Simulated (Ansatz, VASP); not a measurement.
## One calculation of MgCd2S3, two programs

```
Mg Cd S
1.0
     4.14860    0.00000    0.00000
    -2.07430    3.59279    0.00000
     0.00000    0.00000   20.16663
Mg Cd S
2 4 6
Cartesian
  2.0743 1.1976 10.1277
  2.0743 1.1976 16.7651
  0.0000 2.3952 20.1172
  0.0000 2.3952 6.8465
  0.0000 2.3952 13.4857
  2.0743 1.1976 3.3942
  0.0000 2.3952 2.5198
  0.0000 2.3952 9.4153
  0.0000 2.3952 16.0527
  2.0743 1.1976 5.9649
  2.0743 1.1976 12.6008
  2.0743 1.1976 19.2382
```

Alike in both runs: functional PBE; k mesh 6 × 6 × 2; occupations gaussian, width 0.02 eV; no spin polarisation.

Ansatz relaxed the structure, and its values are those at the end. VASP's run is a single point on that final structure, the one shown.

|  | VASP | Ansatz |
| --- | --- | --- |
| version | VASP 6.6.1 | Ansatz 0.2.0 |
| potentials or method | VASP PAW PBE potentials, release 64 (Mg, Cd, S), cutoff 520 eV | scalar-relativistic, plane waves, PAW |
| valence electrons in the cell | 88 | 136 |

|  | VASP | Ansatz | Ansatz less VASP |
| --- | --- | --- | --- |
| gap on the k mesh at the Fermi level (eV) | 1.53 | 1.53 | -0.001 |
| least direct gap on the mesh (eV) | 1.53 | 1.53 | -0.001 |
| pressure (GPa) | 0.2 | 0.0 | -0.16 |
| rms of the force components (eV/Å) | 0.014 | 0.003 | -0.0117 |

VASP's potentials hold 88 valence electrons a cell and Ansatz's 136, so a difference there can come from the potentials and not from the codes.
